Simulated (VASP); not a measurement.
# SiN (I4mm) in VASP: notebook, part 2 of 2

VASP 6.6.1. Earlier steps stand in the parts before.

### Step 4. Relaxation of cell and atoms, PBE

This run uses another cell than the first one, of 10.00 Å³/atom.

Contents of INCAR:

```
SYSTEM = SiN
ALGO = Normal
EDIFF = 1E-6
EDIFFG = -0.01
ENCUT = 600
GGA = PE
IBRION = 2
ISIF = 3
ISMEAR = 0
LASPH = .True.
LCHARG = .False.
LREAL = .False.
LWAVE = .False.
NELM = 100
NSW = 100
PREC = Accurate
SIGMA = 0.1
```

Contents of KPOINTS:

```
k-points
0
Gamma
  26 26 26
  0 0 0
```

Contents of POSCAR:

```
SiN
1.0
   -1.4686953991      1.4686953991      2.3173308989
    1.4686953991     -1.4686953991      2.3173308989
    1.4686953991      1.4686953991     -2.3173308989
Si N
1 1
Direct
    0.0115154910      0.0115154910      0.0000000000
    0.4164845090      0.4164845090      0.0000000000
```

Potentials or basis: VASP PAW PBE potentials, release 64 (Si, N).

Launch:

```
$ cat potpaw_PBE.64/Si/POTCAR potpaw_PBE.64/N/POTCAR > POTCAR
$ mpirun -np 1 vasp_std > vasp.out
```

OUTCAR:

```text
SYSTEM = SiN
   EDIFF = 1E-6
   EDIFFG = -0.01
   ENCUT = 600
   GGA = PE
   IBRION = 2
   ISIF = 3
   ISMEAR = 0
   LASPH = .True.
   LREAL = .False.
   NELM = 100
   NSW = 100
   PREC = Accurate

 ion  position               nearest neighbor table
   1  0.012  0.012  0.000-   2 1.88   2 2.12   2 2.12   2 2.12   2 2.12
   2  0.416  0.416  0.000-   1 1.88   1 2.12   1 2.12   1 2.12   1 2.12

  LATTYP: Found a body centered tetragonal cell.
 ALAT       =     2.9373907982
 C/A-ratio  =     1.5778158632

  Lattice vectors:

 A1 = (  -1.4686953991,   1.4686953991,   2.3173308989)
 A2 = (   1.4686953991,  -1.4686953991,   2.3173308989)
 A3 = (   1.4686953991,   1.4686953991,  -2.3173308989)

Analysis of symmetry for initial positions (statically):
=====================================================================
 Subroutine PRICEL returns:
 Original cell was already a primitive cell.

 Routine SETGRP: Setting up the symmetry group for a
 body centered tetragonal supercell.

 Subroutine GETGRP returns: Found  8 space group operations
 (whereof  8 operations were pure point group operations)
 out of a pool of 16 trial point group operations.

The static configuration has the point symmetry C_4v.

[... 169 lines left out ...]
  -------------------------------------------------------------------------------------
  Total        0.0818935      0.0818935     -0.1811977      0.0000000     -0.0000000      0.0000000
  in kB        6.5621894      6.5621894    -14.5195038      0.0000000     -0.0000000      0.0000000
  external PRESSURE =      -0.4650417 kB  Pullay stress =       0.0000000 kB
[... 203 lines left out ...]
--------------------------------------- Ionic step        7  -------------------------------------------

 number of electron       9.0000000 magnetization

 Free energy of the ion-electron system (eV)
  ---------------------------------------------------
  ext. energy  EPLUGINS =         0.00000000
  ---------------------------------------------------
  free energy    TOTEN  =       -13.08826410 eV

  energy without entropy =      -13.08512779  energy(sigma->0) =      -13.08669595

 E-fermi :  11.4364     XC(G=0): -11.8113

 val. band max:       11.4322345451   @ k =  -0.3077   0.1923   0.0385
 cond. band min:      11.4370914261   @ k =  -0.3077   0.5000   0.2308
 fundamental gap:      0.0048568810
 Fermi energy:        11.4363594660

 k-point     1 :       0.0000    0.0000    0.0000
  band No.  band energies     occupation
      1      -9.0424      2.00000
      2       6.8012      2.00000
      3       7.2175      2.00000
      4       7.2175      2.00000
      5       8.8988      2.00000
      6      17.5465      0.00000
      7      17.5465      0.00000
      8      18.2904      0.00000
[... 243 lines left out ...]
 k-point    24 :       0.3846    0.0385    0.0000
  band No.  band energies     occupation
      1      -6.7130      2.00000
      2       0.0149      2.00000
      3       5.9437      2.00000
      4       6.8865      2.00000
      5      11.4970      0.39095
      6      14.3141      0.00000
      7      15.7785      0.00000
      8      16.4982      0.00000

 [... further k-points ...]
[... 5 lines left out ...]
  --------------------------------------------------------------------------------------
  -------------------------------------------------------------------------------------
  Total       -0.0003146     -0.0003146     -0.0130892      0.0000000      0.0000000      0.0000000
  in kB       -0.0252434     -0.0252434     -1.0502445      0.0000000      0.0000000      0.0000000
  external PRESSURE =      -0.3669104 kB  Pullay stress =       0.0000000 kB
[... 17 lines left out ...]
  FREE ENERGIE OF THE ION-ELECTRON SYSTEM (eV)
  ---------------------------------------------------
  free  energy   TOTEN  =       -13.0882640965 eV

  energy  without entropy=      -13.0851277938  energy(sigma->0) =      -13.08669595

 reached required accuracy - stopping structural energy minimisation
```

CONTCAR:

```text
SiN
   1.00000000000000
    -1.4728011392543798    1.4728011392543798    2.3013595332789665
     1.4728011392543798   -1.4728011392543798    2.3013595332789665
     1.4728011392543798    1.4728011392543798   -2.3013595332789665
  Si              N
     1     1
Direct
     0.0102536152571653    0.0102536152571653    0.0000000000000000
     0.4177463847428320    0.4177463847428320    0.0000000000000000

  0.00000000E+00  0.00000000E+00  0.00000000E+00
  0.00000000E+00  0.00000000E+00  0.00000000E+00
```

Wall time 20 min (1 thread of Intel Xeon 8259CL, shared host); peak memory 0.4 GiB.

Results:

- Free energy: -13.0883 eV
- Relaxed volume: 9.98 Å³/atom
- Relaxed cell: a = 3.104 Å, b = 3.104 Å, c = 3.104 Å, α = 123.35°, β = 123.35°, γ = 84.29°
- Space group after relaxing (to 0.1 Å): I4mm (No. 107)
- Energy gained by relaxing: 0.6 meV/atom
- Ionic steps: 7
- Pressure after relaxing: 0.0 GPa
- Band gap on the k mesh: zero (an odd number of electrons rules out a gap without spin polarisation)

Stress tensor (GPa, compression positive):
```
 0.00  0.00  0.00
 0.00  0.00  0.00
 0.00  0.00 -0.11
```

Step by step:
| step | energy change (eV) | largest force (eV/Å) | pressure (GPa) | volume (Å³) |
| --- | --- | --- | --- | --- |
| 1 | 0.0000 | 0.0600 | -0.05 | 19.99 |
| 2 | -0.0010 | 0.0356 | -0.06 | 19.99 |
| 3 | -0.0012 | 0.0201 | -0.06 | 19.98 |
| 4 | -0.0012 | 0.0211 | -0.06 | 19.98 |
| 5 | -0.0012 | 0.0282 | -0.06 | 19.98 |
| 6 | -0.0012 | 0.0216 | -0.06 | 19.98 |
| 7 | -0.0012 | 0.0013 | -0.04 | 19.97 |

Final structure:
```xyz
2
Lattice="-1.4728 1.4728 2.3014 1.4728 -1.4728 2.3014 1.4728 1.4728 -2.3014" Properties=species:S:1:pos:R:3 pbc="T T T"
Si    0.0000    0.0000    0.0472
N     0.0000    0.0000    1.9228
```

### Step 5. The runs side by side

```csv
task,spin,cell,k mesh,cutoff (eV),gap on the mesh (eV),pressure (GPa),largest force (eV/Å)
single point,"collinear, ferromagnetic start","a = 3.259 Å, angles 123.2, 123.2, 84.5°, 2 atoms, atomic positions A",8 × 8 × 8,520,none,-21.3,0.95
single point,off,"a = 3.105 Å, angles 123.4, 123.4, 84.3°, 2 atoms, atomic positions B",26 × 26 × 26,520,none,-0.1,0.01
relaxation of cell and atoms,off,"relaxed from a = 3.112 Å, angles 123.7, 123.7, 83.7°, 2 atoms, atomic positions C",26 × 26 × 26,600,none,0.0,-
```

Alike in all rows: level PBE; potentials or basis VASP PAW PBE potentials, release 64 (Si, N); smearing gaussian 0.1 eV.

Caveats: the cell stands under tension (at least some runs).

Absolute energies hang on the potentials; compare differences alone.

The gap in the log of VASP goes by the Fermi energy; the results here count the filled bands.